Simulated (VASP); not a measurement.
**GaP: single point with PBE**

Crystal: GaP.

```
CELL_PARAMETERS angstrom
0.00000 2.80652 2.80652
2.80652 0.00000 2.80652
2.80652 2.80652 0.00000
ATOMIC_POSITIONS crystal
Ga 0.00000 0.00000 0.00000
P 0.25000 0.25000 0.25000
```

This cell differs from its parent crystal: volume scaled by 1.06.

```
Program                : VASP 6.6.1
Task                   : single point
Functional             : PBE
Potentials or basis    : VASP PAW PBE potentials, release 64 (Ga_d, P)
Cutoff                 : 520 eV
k mesh                 : 8 × 8 × 8
Occupations            : gaussian, width 0.02 eV
Spin                   : no spin polarisation
Dipole correction      : no
Further INCAR settings : ALGO = Normal; EDIFF = 1e-07; NBANDS = 16
```

```json
{
  "Pressure": "-3.9 GPa",
  "Band gap on the k mesh": "1.11 eV, direct"
}
```

Levels at points of the mesh, in eV from the valence-band top:
| k point | band 6 | band 7 | band 8 | band 9 | band 10 | band 11 | band 12 | band 13 |
| --- | --- | --- | --- | --- | --- | --- | --- | --- |
| (0.00, 0.00, 0.00) | -11.86 | 0.00 | 0.00 | 0.00 | 1.11 | 3.90 | 3.90 | 3.90 |
| (0.50, 0.00, 0.00) | -10.07 | -6.16 | -1.00 | -1.00 | 1.41 | 4.73 | 4.73 | 8.08 |
| (0.50, 0.50, 0.00) | -9.29 | -6.36 | -2.39 | -2.39 | 1.83 | 1.88 | 9.94 | 9.94 |

It took 11 s on 1 thread of Intel(R) Xeon(R) 6975P-C (Granite Rapids), on a shared host, peak memory 0.17 GiB.

 A k mesh can miss the band edges.
